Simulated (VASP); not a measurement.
# SnSe2 (P-3m1) in VASP: a series of runs

The runs below take SnSe2 through relaxation of cell and atoms, single point, with PBE, PBE-based screened hybrid with 50 % exact exchange.

Program: VASP 6.6.1. These are calculated values, not measurements. Logs are shortened: lines on timing, memory, paths and dates and some standing lists are left out, and cuts for length are marked.

## Step 1: The cell of the first run

Symmetry: P-3m1, No. 164, trigonal system. The conventional cell has a = 3.849 Å, b = 3.849 Å, c = 6.197 Å, α = 90.00°, β = 90.00°, γ = 120.00°. Within 3.6 Å of Sn (site symmetry -3m) lie 6 Se at 2.71 Å. Within 3.6 Å of Se (site symmetry 3m) lie 3 Sn at 2.71 Å.

## Step 2: Relaxation of cell and atoms, PBE (26.50 Å³/atom)

POSCAR reads:

```
SnSe2
1.0
    3.8487351274      0.0000000000      0.0000000000
   -1.9243675637      3.3331023927      0.0000000000
    0.0000000000      0.0000000000      6.1967564265
Sn Se
1 2
Direct
    0.0000000000      0.0000000000      0.0000000000
    0.6666666667      0.3333333333      0.7510000000
    0.3333333333      0.6666666667      0.2490000000
```

INCAR.step1 reads:

```
SYSTEM = SnSe2
ALGO     = Normal         ! electronic algorithm
EDIFF    = 1E-7           ! SCF threshold, eV
EDIFFG   = -0.002         ! ionic threshold
EFERMI   = MIDGAP       
ENCUT    = 620            ! plane-wave cutoff, eV
GGA      = PE             ! functional
GGA_COMPAT= .FALSE.      
IBRION   = 2              ! ionic algorithm
ISIF     = 3              ! what is computed and relaxed
ISMEAR   = 0              ! smearing method
LASPH    = .TRUE.         ! aspherical terms in the spheres
LCHARG   = .FALSE.        ! write CHGCAR
LREAL    = .FALSE.        ! projectors in reciprocal space
LWAVE    = .FALSE.        ! write WAVECAR
NELM     = 120            ! most SCF steps
NELMIN   = 4            
NSW      = 80             ! ionic steps
POTIM    = 0.5            ! step
PREC     = Accurate       ! precision mode
SIGMA    = 0.03           ! smearing width, eV
```

INCAR.step3 reads:

```
SYSTEM = SnSe2
ALGO     = Normal         ! electronic algorithm
EDIFF    = 1E-7           ! SCF threshold, eV
EFERMI   = MIDGAP       
ENCUT    = 620            ! plane-wave cutoff, eV
GGA      = PE             ! functional
GGA_COMPAT= .FALSE.      
ISIF     = 2              ! what is computed and relaxed
ISMEAR   = 0              ! smearing method
LASPH    = .TRUE.         ! aspherical terms in the spheres
LCHARG   = .FALSE.        ! write CHGCAR
LREAL    = .FALSE.        ! projectors in reciprocal space
LWAVE    = .FALSE.        ! write WAVECAR
NELM     = 120            ! most SCF steps
PREC     = Accurate       ! precision mode
SIGMA    = 0.03           ! smearing width, eV
```

KPOINTS reads:

```
Automatic mesh
0
Gamma
  8 8 5
  0 0 0
```

Potentials or basis: VASP PAW PBE potentials, release 64 (Sn_d, Se).

Started as:

```console
> cat potpaw_PBE.64/Sn_d/POTCAR potpaw_PBE.64/Se/POTCAR > POTCAR
> cp INCAR.step1 INCAR
> cp POSCAR.step1 POSCAR
> mpirun -np 1 vasp_std > vasp.out
> cp CONTCAR POSCAR
> mpirun -np 1 vasp_std > vasp.out
> cp CONTCAR POSCAR
> cp INCAR.step3 INCAR
> mpirun -np 1 vasp_std > vasp.out
```

OUTCAR:

```text
SYSTEM = SnSe2
   EDIFF = 1E-7
   EFERMI = MIDGAP
   ENCUT = 620
   GGA = PE
   ISIF = 2
   ISMEAR = 0
   LASPH = .TRUE.
   LREAL = .FALSE.
   NELM = 120
   PREC = Accurate

 ion  position               nearest neighbor table
   1  0.000  0.000  0.000-   2 2.75   3 2.75   3 2.75   2 2.75   2 2.75   3 2.75
   2  0.667  0.333  0.772-   1 2.75   1 2.75   1 2.75
   3  0.333  0.667  0.228-   1 2.75   1 2.75   1 2.75

  LATTYP: Found a hexagonal cell.
 ALAT       =     3.8731653989
 C/A-ratio  =     1.8090802905

  Lattice vectors:

 A1 = (   3.8731653989,  -0.0000000000,  -0.0000000000)
 A2 = (  -1.9365826995,   3.3542596285,  -0.0000000000)
 A3 = (  -0.0000000000,   0.0000000000,   7.0068671851)

Analysis of symmetry for initial positions (statically):
=====================================================================
 Subroutine PRICEL returns:
 Original cell was already a primitive cell.

 Routine SETGRP: Setting up the symmetry group for a
 hexagonal supercell.

 Subroutine GETGRP returns: Found 12 space group operations
 (whereof 12 operations were pure point group operations)
 out of a pool of 24 trial point group operations.

The static configuration has the point symmetry D_3d.

Analysis of symmetry for dynamics (positions and initial velocities):
=====================================================================
 Subroutine PRICEL returns:
 Original cell was already a primitive cell.

 Routine SETGRP: Setting up the symmetry group for a
 hexagonal supercell.

 Subroutine GETGRP returns: Found 12 space group operations
 (whereof 12 operations were pure point group operations)
 out of a pool of 24 trial point group operations.

The dynamic configuration has the point symmetry D_3d.

 Subroutine INISYM returns: Found 12 space group operations
 (whereof 12 operations are pure point group operations),
 and found     1 'primitive' translations

----------------------------------------------------------------------------------------

                                     Primitive cell

  volume of cell :      91.0304

  direct lattice vectors                    reciprocal lattice vectors
     3.873165399 -0.000000000 -0.000000000     0.258186753  0.149064192  0.000000000
    -1.936582699  3.354259628 -0.000000000     0.000000000  0.298128383 -0.000000000
    -0.000000000  0.000000000  7.006867185     0.000000000  0.000000000  0.142717134

  length of vectors
     3.873165399  3.873165399  7.006867185     0.298128383  0.298128383  0.142717134

  position of ions in fractional coordinates (direct lattice)
     0.000000000  0.000000000  0.000000000
     0.666666667  0.333333333  0.772280432
     0.333333333  0.666666667  0.227719568

  ion indices of the primitive-cell ions
   primitive index   ion index
                 1           1
                 2           2
                 3           3

----------------------------------------------------------------------------------------

 KPOINTS: Automatic mesh

Automatic generation of k-mesh.
 Grid dimensions read from file:
 generate k-points for:    8    8    5

 Generating k-lattice:

  Cartesian coordinates                     Fractional coordinates (reciprocal lattice)
     0.032273344  0.018633024  0.000000000     0.125000000  0.000000000  0.000000000
     0.000000000  0.037266048 -0.000000000    -0.000000000  0.125000000  0.000000000
     0.000000000  0.000000000  0.028543427    -0.000000000  0.000000000  0.200000000

  Length of vectors
     0.037266048  0.037266048  0.028543427

  Shift w.r.t. Gamma in fractional coordinates (k-lattice)
     0.000000000  0.000000000  0.000000000

 Subroutine IBZKPT returns following result:
 ===========================================

 Found     40 irreducible k-points:

 Following reciprocal coordinates:
            Coordinates               Weight
  0.000000  0.000000  0.000000      1.000000
  0.125000 -0.000000  0.000000      6.000000
  0.250000 -0.000000  0.000000      6.000000
  0.375000 -0.000000 -0.000000      6.000000
  0.500000 -0.000000  0.000000      3.000000
  0.125000  0.125000  0.000000      6.000000
[... 16 lines left out ...]
 -0.125000  0.500000  0.200000     12.000000
  0.250000  0.250000  0.200000     12.000000
 [... further k-points ...]
   k-points           NKPTS =     40   k-points in BZ     NKDIM =     40   number of bands    NBANDS=     17
   number of dos      NEDOS =    301   number of ions     NIONS =      3
   total plane-waves  NPLWV =  61440
   dimension x,y,z NGX =    32 NGY =   32 NGZ =   60
   dimension x,y,z NGXF=    64 NGYF=   64 NGZF=  120
   ions per type =               1   2
   NGX,Y,Z   is equivalent  to a cutoff of  13.74, 13.74, 14.24 a.u.
   NGXF,Y,Z  is equivalent  to a cutoff of  27.47, 27.47, 28.47 a.u.
 SYSTEM =  SnSe2
   PREC   = accura    normal or accurate (medium, high low for compatibility)
   ISTART =      0    job   : 0-new  1-cont  2-samecut
   ICHARG =      2    charge: 1-file 2-atom 10-const
   ISPIN  =      1    spin polarized calculation?
   LNONCOLLINEAR =      F non collinear calculations
   LSORBIT =      F    spin-orbit coupling
   LASPH  =      T    aspherical Exc in radial PAW
   ENCUT  =  620.0 eV  45.57 Ry    6.75 a.u.   7.86  7.86 14.23*2*pi/ulx,y,z
   NELM   =    120;   NELMIN=  2; NELMDL=  0     # of ELM steps
   EDIFF  = 0.1E-06   stopping-criterion for ELM
   LREAL  =      F    real-space projection
   EDIFFG = 0.1E-05   stopping-criterion for IOM
   NSW    =      0    number of steps for IOM
   IBRION =     -1    ionic relax: 0-MD 1-quasi-New 2-CG
   NFREE  =      0    steps in history (QN), initial steepest desc. (CG)
   ISIF   =      2    stress and relaxation
   ISYM   =      2    0-nonsym 1-usesym 2-fastsym
   POTIM  = 0.5000    time-step for ionic-motion
   TEBEG  =    0.0;   TEEND  =   0.0 temperature during run

   SCALEE = 1.0000    scale energy and forces
   PSTRESS=    0.0 pullay stress
   NELECT =      26.0000    total number of electrons
   NUPDOWN=      -1.0000    fix difference up-down
   EMIN   =  10.00;   EMAX   =-10.00  energy-range for DOS
   EFERMI =   0.00;   METHOD = MIDGAP
   ISMEAR =     0;   SIGMA  =   0.03  broadening in eV -4-tet -1-fermi 0-gaus
   EFERMI_NEDOS =   21; number of points for ismear=-14 and -15
   IALGO  =     38    algorithm
   IMIX   =      4    mixing-type and parameters
     AMIX     =   0.40;   BMIX     =  1.00
     AMIX_MAG =   1.60;   BMIX_MAG =  1.00
  volume/ion in A,a.u.               =      30.34       204.77
  Fermi-wavevector in a.u.,A,eV,Ry     =   1.078128  2.037367 15.814874  1.162360
  Thomas-Fermi vector in A             =   2.214059
   LORBIT       =      0    0 simple, 1 ext, 2 COOP (PROOUT), +10 PAW based schemes
   GGA     = PE    functional components
   LHFCALC =     F    Hartree Fock is set to
   AEXX    =    0.0000 exact exchange contribution
   IVDW    =     0    specifies the selected vdW correction
   LEPSILON=     F    determine dielectric tensor
   LRPA    =     F    only Hartree local field effects (RPA)

   CSHIFT  =0.1000    complex shift for real part using Kramers Kronig

   OMEGAMAX=  -1.0    maximum frequency
 non-spin polarized calculation
 Gauss-broadening in eV      SIGMA  =   0.03
  energy-cutoff  :      620.00
  volume of cell :       91.03
 maximum number of plane-waves:      3208
 NGX is ok and might be reduce to    32
   NGX = 15   NGY = 15   NGZ = 29

 number of electron      25.9999992 magnetization

 Free energy of the ion-electron system (eV)
  ---------------------------------------------------
  ext. energy  EPLUGINS =         0.00000000
  ---------------------------------------------------
  free energy    TOTEN  =       -11.87303870 eV

  energy without entropy =      -11.87303870  energy(sigma->0) =      -11.87303870

 E-fermi :   2.8703     XC(G=0):  -8.5738

 val. band max:        2.5253774725   @ k =   0.1250  -0.0000   0.2000
 cond. band min:       3.2151467230   @ k =   0.5000  -0.0000   0.4000
 fundamental gap:      0.6897692506
 Fermi energy:         2.8702620977

 k-point     1 :       0.0000    0.0000    0.0000
  band No.  band energies     occupation
      1     -18.6030      2.00000
      2     -18.6030      2.00000
      3     -18.5710      2.00000
      4     -18.5618      2.00000
      5     -18.5618      2.00000
      6     -10.8303      2.00000
[... 9 lines left out ...]
     16       7.0953      0.00000
     17       7.0953      0.00000

 k-point     2 :       0.1250   -0.0000    0.0000
  band No.  band energies     occupation
      1     -18.6081      2.00000
      2     -18.5981      2.00000
      3     -18.5678      2.00000
      4     -18.5647      2.00000
      5     -18.5614      2.00000
      6     -10.6896      2.00000
[... 9 lines left out ...]
     16       6.9322      0.00000
     17       7.3996      0.00000

 k-point     3 :       0.2500   -0.0000    0.0000
  band No.  band energies     occupation
      1     -18.6224      2.00000
      2     -18.5887      2.00000
      3     -18.5730      2.00000
      4     -18.5581      2.00000
      5     -18.5568      2.00000
      6     -10.2944      2.00000
[... 9 lines left out ...]
     16       7.8935      0.00000
     17       8.0034      0.00000

 k-point     4 :       0.3750   -0.0000   -0.0000
  band No.  band energies     occupation
      1     -18.6382      2.00000
      2     -18.5841      2.00000
      3     -18.5792      2.00000
      4     -18.5499      2.00000
      5     -18.5464      2.00000
      6      -9.7553      2.00000
[... 9 lines left out ...]
     16       8.0658      0.00000
     17       8.2459      0.00000
[... 343 lines left out ...]
      1     -18.6376      2.00000
      2     -18.5892      2.00000
      3     -18.5775      2.00000
      4     -18.5505      2.00000
      5     -18.5427      2.00000
      6      -9.4399      2.00000
[... 9 lines left out ...]
     16       7.9621      0.00000
     17       8.0563      0.00000

 k-point    23 :      -0.1250    0.5000    0.2000
  band No.  band energies     occupation
      1     -18.6376      2.00000
      2     -18.5892      2.00000
      3     -18.5775      2.00000
      4     -18.5505      2.00000
      5     -18.5427      2.00000
      6      -9.4407      2.00000
[... 9 lines left out ...]
     16       7.8261      0.00000
     17       8.5310      0.00000

 k-point    24 :       0.2500    0.2500    0.2000
  band No.  band energies     occupation
      1     -18.6273      2.00000
      2     -18.5979      2.00000
      3     -18.5706      2.00000
      4     -18.5589      2.00000
      5     -18.5428      2.00000
      6      -9.4744      2.00000
[... 9 lines left out ...]
     16       8.1902      0.00000
     17       8.7167      0.00000

 [... further k-points ...]

------------------------ aborting loop because EDIFF is reached ----------------------------------------

  FORCE on cell =-STRESS in cart. coord.  units (eV):
  Direction    XX          YY          ZZ          XY          YZ          ZX
  --------------------------------------------------------------------------------------
  -------------------------------------------------------------------------------------
  Total        0.0021734      0.0021734     -0.0054211      0.0000000      0.0000000      0.0000000
  in kB        0.0382528      0.0382528     -0.0954132      0.0000000      0.0000000      0.0000000
  external PRESSURE =      -0.0063025 kB  Pullay stress =       0.0000000 kB

 VOLUME and BASIS-vectors are now :
 -----------------------------------------------------------------------------
  energy-cutoff  :      620.00
  volume of cell :       91.03
      direct lattice vectors                 reciprocal lattice vectors
     3.873165399 -0.000000000 -0.000000000     0.258186753  0.149064192  0.000000000
    -1.936582699  3.354259628 -0.000000000     0.000000000  0.298128383 -0.000000000
    -0.000000000  0.000000000  7.006867185     0.000000000  0.000000000  0.142717134

 POSITION                                       TOTAL-FORCE (eV/Angst)
 -----------------------------------------------------------------------------------
      0.00000      0.00000      0.00000         0.000000     -0.000000     -0.000000
      1.93658      1.11809      5.41127        -0.000000      0.000000      0.001766
     -0.00000      2.23617      1.59560         0.000000     -0.000000     -0.001766
 -----------------------------------------------------------------------------------
    total drift:                                0.000000     -0.000000      0.000000

  FREE ENERGIE OF THE ION-ELECTRON SYSTEM (eV)
  ---------------------------------------------------
  free  energy   TOTEN  =       -11.8730387020 eV

  energy  without entropy=      -11.8730387020  energy(sigma->0) =      -11.87303870
```

Wall time 16 min (1 thread of Intel Xeon Platinum 8559C (Emerald Rapids), shared host); peak memory 0.29 GiB.

What came out:

- Free energy: -11.8730 eV
- Relaxed volume: 30.34 Å³/atom
- Relaxed cell: a = 3.873 Å, b = 3.873 Å, c = 7.007 Å, α = 90.00°, β = 90.00°, γ = 120.00°
- Space group after relaxing (to 0.1 Å): P-3m1 (No. 164)
- Energy gained by relaxing: 20.7 meV/atom
- Ionic steps: 41
- Pressure after relaxing: 0.0 GPa
- Band gap on the k mesh: 0.69 eV (least direct gap 1.07 eV)

Step by step:
| step | energy change (eV) | largest force (eV/Å) | pressure (GPa) | volume (Å³) |
| --- | --- | --- | --- | --- |
| 1 | 0.0000 | 0.5166 | 3.35 | 79.49 |
| 3 | -0.0470 | 0.0535 | 0.06 | 83.10 |
| 5 | -0.0573 | 0.1129 | -0.36 | 86.92 |
| 7 | -0.0609 | 0.0056 | -0.05 | 89.64 |
| 9 | -0.0610 | 0.0006 | 0.02 | 89.74 |
| 11 | -0.0610 | 0.0144 | -0.04 | 89.98 |
| 13 | -0.0611 | 0.0040 | -0.03 | 90.16 |
| 15 | -0.0611 | 0.0042 | 0.01 | 90.23 |
| 17 | -0.0611 | 0.0022 | 0.01 | 90.29 |
| 19 | -0.0611 | 0.0012 | 0.01 | 90.28 |
| 21 | -0.0611 | 0.0019 | 0.00 | 90.33 |
| 23 | -0.0620 | 0.0027 | 0.00 | 90.33 |
| 25 | -0.0620 | 0.0094 | -0.02 | 90.42 |
| 27 | -0.0620 | 0.0077 | -0.01 | 90.40 |
| 29 | -0.0620 | 0.0072 | -0.01 | 90.41 |
| 31 | -0.0620 | 0.0058 | 0.01 | 90.45 |
| 33 | -0.0620 | 0.0037 | 0.03 | 90.53 |
| 35 | -0.0620 | 0.0025 | 0.02 | 90.70 |
| 37 | -0.0620 | 0.0037 | 0.01 | 91.40 |
| 39 | -0.0620 | 0.0005 | 0.02 | 91.02 |
| 41 | -0.0620 | 0.0018 | 0.00 | 91.03 |

Final structure:
```
Sn Se
1.0
     3.87317    0.00000    0.00000
    -1.93658    3.35426    0.00000
     0.00000    0.00000    7.00687
Sn Se
1 2
Cartesian
  0.0000 0.0000 0.0000
  1.9366 1.1181 5.4113
  0.0000 2.2362 1.5956
```

Levels at points of the mesh, in eV from the valence-band top:
```tsv
k point	band 11	band 12	band 13	band 14	band 15	band 16
(0.00, 0.00, 0.00)	-0.48	-0.13	-0.13	1.08	3.07	4.57
(0.50, 0.00, 0.00)	-2.19	-0.80	-0.29	0.91	3.88	5.54
```

Caveat: spin-orbit coupling is left out, which moves the levels of the heavy elements; an odd mesh through Γ misses points on the zone boundary, where band edges can lie; this functional lacks dispersion, which binds the layers, so the pressure and a relaxed spacing across them are unreliable.

(Part 1 of 2 ends here.)
